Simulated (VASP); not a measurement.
# InSe (P-6m2) in VASP: a series of runs, part 2 of 3

VASP 6.6.1.

## (3) Single point, PBE

This run uses another cell than the first one, of 32.01 Å³/atom, 1.116 times its volume.

The input, INCAR:

```
ALGO     = Normal         # electronic algorithm
EDIFF    = 1E-6           # SCF threshold, eV
ENCUT    = 520            # plane-wave cutoff, eV
GGA      = PE             # functional
ISIF     = 2              # what is computed and relaxed
ISMEAR   = -1             # smearing method
LASPH    = True           # aspherical terms in the spheres
LCHARG   = False          # write CHGCAR
LREAL    = False          # projectors in reciprocal space
LWAVE    = False          # write WAVECAR
NBANDS   = 48             # bands
NELM     = 60             # most SCF steps
PREC     = Accurate       # precision mode
SIGMA    = 0.05           # smearing width, eV
```

The input, KPOINTS:

```
k-points
0
Gamma
  6 6 2
```

The input, POSCAR:

```
InSe
1.0
    4.0473293151      0.0000000000      0.0000000000
   -2.0236646576      3.5050900044      0.0000000000
    0.0000000000      0.0000000000     18.0520649100
In Se
4 4
Direct
    0.3333333333      0.6666666667      0.0773904900
    0.3333333333      0.6666666667      0.9226095100
    0.0000000000      0.0000000000      0.4226063200
    0.0000000000      0.0000000000      0.5773936800
    0.3333333333      0.6666666667      0.3529842800
    0.3333333333      0.6666666667      0.6470157200
    0.6666666667      0.3333333333      0.1469999300
    0.6666666667      0.3333333333      0.8530000700
```

Potentials or basis: VASP PAW PBE potentials, release 64 (In_d, Se).

Launch:

```bash
cat potpaw_PBE.64/In_d/POTCAR potpaw_PBE.64/Se/POTCAR > POTCAR
mpirun -np 1 vasp_std > vasp.out
```

OUTCAR:

```text
EDIFF = 1E-6
   ENCUT = 520
   GGA = PE
   ISIF = 2
   ISMEAR = -1
   LASPH = True
   LREAL = False
   NELM = 60
   PREC = Accurate

 ion  position               nearest neighbor table
   1  0.333  0.667  0.077-   7 2.65   7 2.65   7 2.65   2 2.79
   2  0.333  0.667  0.923-   8 2.65   8 2.65   8 2.65   1 2.79
   3  0.000  0.000  0.423-   5 2.65   5 2.65   5 2.65   4 2.79
   4  0.000  0.000  0.577-   6 2.65   6 2.65   6 2.65   3 2.79
   5  0.333  0.667  0.353-   3 2.65   3 2.65   3 2.65
   6  0.333  0.667  0.647-   4 2.65   4 2.65   4 2.65
   7  0.667  0.333  0.147-   1 2.65   1 2.65   1 2.65
   8  0.667  0.333  0.853-   2 2.65   2 2.65   2 2.65

  LATTYP: Found a hexagonal cell.
 ALAT       =     4.0473293151
 C/A-ratio  =     4.4602411874

  Lattice vectors:

 A1 = (   4.0473293151,   0.0000000000,   0.0000000000)
 A2 = (  -2.0236646576,   3.5050900044,   0.0000000000)
 A3 = (   0.0000000000,   0.0000000000,  18.0520649100)

Analysis of symmetry for initial positions (statically):
=====================================================================
 Subroutine PRICEL returns:
 Original cell was already a primitive cell.

 Routine SETGRP: Setting up the symmetry group for a
 hexagonal supercell.

 Subroutine GETGRP returns: Found 12 space group operations
 (whereof 12 operations were pure point group operations)
 out of a pool of 24 trial point group operations.

The static configuration has the point symmetry D_3h.

Analysis of symmetry for dynamics (positions and initial velocities):
=====================================================================
 Subroutine PRICEL returns:
 Original cell was already a primitive cell.

 Routine SETGRP: Setting up the symmetry group for a
 hexagonal supercell.

 Subroutine GETGRP returns: Found 12 space group operations
 (whereof 12 operations were pure point group operations)
 out of a pool of 24 trial point group operations.

The dynamic configuration has the point symmetry D_3h.

 Subroutine INISYM returns: Found 12 space group operations
 (whereof 12 operations are pure point group operations),
 and found     1 'primitive' translations

----------------------------------------------------------------------------------------

                                     Primitive cell

  volume of cell :     256.0912

  direct lattice vectors                    reciprocal lattice vectors
     4.047329315  0.000000000  0.000000000     0.247076510  0.142649689  0.000000000
    -2.023664658  3.505090004  0.000000000     0.000000000  0.285299379  0.000000000
     0.000000000  0.000000000 18.052064910     0.000000000  0.000000000  0.055395325

  length of vectors
     4.047329315  4.047329315 18.052064910     0.285299379  0.285299379  0.055395325

  position of ions in fractional coordinates (direct lattice)
     0.333333333  0.666666667  0.077390490
     0.333333333  0.666666667  0.922609510
     0.000000000  0.000000000  0.422606320
     0.000000000  0.000000000  0.577393680
     0.333333333  0.666666667  0.352984280
     0.333333333  0.666666667  0.647015720
     0.666666667  0.333333333  0.146999930
     0.666666667  0.333333333  0.853000070

  ion indices of the primitive-cell ions
   primitive index   ion index
                 1           1
                 2           2
[... 37 lines left out ...]
  0.333333  0.000000  0.000000      6.000000
  0.500000  0.000000  0.000000      3.000000
  0.166667  0.166667  0.000000      6.000000
  0.333333  0.166667  0.000000     12.000000
  0.333333  0.333333  0.000000      2.000000
  0.000000  0.000000  0.500000      1.000000
  0.166667  0.000000  0.500000      6.000000
  0.333333  0.000000  0.500000      6.000000
  0.500000  0.000000  0.500000      3.000000
  0.166667  0.166667  0.500000      6.000000
  0.333333  0.166667  0.500000     12.000000
  0.333333  0.333333  0.500000      2.000000
   k-points           NKPTS =     14   k-points in BZ     NKDIM =     14   number of bands    NBANDS=     48
   number of dos      NEDOS =    301   number of ions     NIONS =      8
   total plane-waves  NPLWV = 126000
   dimension x,y,z NGX =    30 NGY =   30 NGZ =  140
   dimension x,y,z NGXF=    60 NGYF=   60 NGZF=  280
   ions per type =               4   4
   NGX,Y,Z   is equivalent  to a cutoff of  12.32, 12.32, 12.89 a.u.
   NGXF,Y,Z  is equivalent  to a cutoff of  24.65, 24.65, 25.79 a.u.
 SYSTEM =  unknown system
   PREC   = accura    normal or accurate (medium, high low for compatibility)
   ISTART =      0    job   : 0-new  1-cont  2-samecut
   ICHARG =      2    charge: 1-file 2-atom 10-const
   ISPIN  =      1    spin polarized calculation?
   LNONCOLLINEAR =      F non collinear calculations
   LSORBIT =      F    spin-orbit coupling
   LASPH  =      T    aspherical Exc in radial PAW
   ENCUT  =  520.0 eV  38.22 Ry    6.18 a.u.   7.53  7.53 33.56*2*pi/ulx,y,z
   NELM   =     60;   NELMIN=  2; NELMDL= -5     # of ELM steps
   EDIFF  = 0.1E-05   stopping-criterion for ELM
   LREAL  =      F    real-space projection
   EDIFFG = 0.1E-04   stopping-criterion for IOM
   NSW    =      0    number of steps for IOM
   IBRION =     -1    ionic relax: 0-MD 1-quasi-New 2-CG
   NFREE  =      0    steps in history (QN), initial steepest desc. (CG)
   ISIF   =      2    stress and relaxation
   ISYM   =      2    0-nonsym 1-usesym 2-fastsym
   POTIM  = 0.5000    time-step for ionic-motion
   TEBEG  =    0.0;   TEEND  =   0.0 temperature during run
   PSTRESS=    0.0 pullay stress
   NELECT =      76.0000    total number of electrons
   NUPDOWN=      -1.0000    fix difference up-down
   EMIN   =  10.00;   EMAX   =-10.00  energy-range for DOS
   EFERMI =   0.00;   METHOD = LEGACY
   ISMEAR =    -1;   SIGMA  =   0.05  broadening in eV -4-tet -1-fermi 0-gaus
   EFERMI_NEDOS =   21; number of points for ismear=-14 and -15
   IALGO  =     38    algorithm
   IMIX   =      4    mixing-type and parameters
     AMIX     =   0.40;   BMIX     =  1.00
     AMIX_MAG =   1.60;   BMIX_MAG =  1.00
  volume/ion in A,a.u.               =      32.01       216.02
  Fermi-wavevector in a.u.,A,eV,Ry     =   1.091980  2.063542 16.223849  1.192419
  Thomas-Fermi vector in A             =   2.228236
   LORBIT       =      0    0 simple, 1 ext, 2 COOP (PROOUT), +10 PAW based schemes
   GGA     = PE    functional components
[... 5 lines left out ...]
 non-spin polarized calculation
  energy-cutoff  :      520.00
  volume of cell :      256.09
 maximum number of plane-waves:      6951
   NGX = 15   NGY = 15   NGZ = 67

 number of electron      76.0000024 magnetization

 Free energy of the ion-electron system (eV)
  ---------------------------------------------------
  ext. energy  EPLUGINS =         0.00000000
  ---------------------------------------------------
  free energy    TOTEN  =       -28.39716039 eV

  energy without entropy =      -28.39713772  energy(sigma->0) =      -28.39714906

 E-fermi :   3.3965     XC(G=0):  -8.4017

 val. band max:        3.0279230628   @ k =   0.0000   0.0000   0.0000
 cond. band min:       3.7443949054   @ k =   0.0000   0.0000   0.0000
 fundamental gap:      0.7164718426
 Fermi energy:         3.3964528201

 k-point     1 :       0.0000    0.0000    0.0000
  band No.  band energies     occupation
      1     -11.5009      2.00000
      2     -11.4980      2.00000
      3     -11.3147      2.00000
      4     -11.3147      2.00000
      5     -11.3119      2.00000
      6     -11.3118      2.00000
[... 703 lines left out ...]
     47       8.8991      0.00000
     48       8.9066      0.00000

------------------------ aborting loop because EDIFF is reached ----------------------------------------

  FORCE on cell =-STRESS in cart. coord.  units (eV):
  Direction    XX          YY          ZZ          XY          YZ          ZX
  --------------------------------------------------------------------------------------
  -------------------------------------------------------------------------------------
  Total        2.3885906      2.3885906      2.2587562     -0.0000000      0.0000000      0.0000000
  in kB       14.9436845     14.9436845     14.1314047     -0.0000000      0.0000000      0.0000000
  external PRESSURE =      14.6729245 kB  Pullay stress =       0.0000000 kB

 VOLUME and BASIS-vectors are now :
 -----------------------------------------------------------------------------
  energy-cutoff  :      520.00
  volume of cell :      256.09
      direct lattice vectors                 reciprocal lattice vectors
     4.047329315  0.000000000  0.000000000     0.247076510  0.142649689  0.000000000
    -2.023664658  3.505090004  0.000000000     0.000000000  0.285299379  0.000000000
     0.000000000  0.000000000 18.052064910     0.000000000  0.000000000  0.055395325

 POSITION                                       TOTAL-FORCE (eV/Angst)
 -----------------------------------------------------------------------------------
     -0.00000      2.33673      1.39706         0.000000     -0.000000     -0.111343
     -0.00000      2.33673     16.65501         0.000000      0.000000      0.111343
      0.00000      0.00000      7.62892        -0.000000      0.000000      0.110179
      0.00000      0.00000     10.42315        -0.000000      0.000000     -0.110179
     -0.00000      2.33673      6.37210         0.000000      0.000000     -0.252567
     -0.00000      2.33673     11.67997         0.000000      0.000000      0.252567
      2.02366      1.16836      2.65365        -0.000000      0.000000      0.253970
      2.02366      1.16836     15.39841        -0.000000      0.000000     -0.253970
 -----------------------------------------------------------------------------------
    total drift:                               -0.000001      0.000000     -0.000000

  FREE ENERGIE OF THE ION-ELECTRON SYSTEM (eV)
  ---------------------------------------------------
  free  energy   TOTEN  =       -28.3971603900 eV

  energy  without entropy=      -28.3971377204  energy(sigma->0) =      -28.39714906
```

Run time: 6 min. Hardware: 1 thread of AMD EPYC 7R13, shared host; peak memory 0.38 GiB.

Results:

```yaml
Free_energy: -28.3972 eV
Pressure: 1.5 GPa
Largest_force: 0.254 eV/Å
Band_gap_on_the_k_mesh: 0.72 eV, direct
```

Forces on the atoms (eV/Å):
```
In   0.000  0.000 -0.111
In   0.000  0.000  0.111
In   0.000  0.000  0.110
In   0.000  0.000 -0.110
Se   0.000  0.000 -0.253
Se   0.000  0.000  0.253
Se   0.000  0.000  0.254
Se   0.000  0.000 -0.254
```

Stress tensor (GPa, compression positive):
```
1.49 0.00 0.00
0.00 1.49 0.00
0.00 0.00 1.41
```

Caveat: spin-orbit coupling is left out, which moves the levels of the heavy elements; this functional lacks dispersion, which binds the layers, so the pressure and a relaxed spacing across them are unreliable.

(Continued in part 3 of 3.)
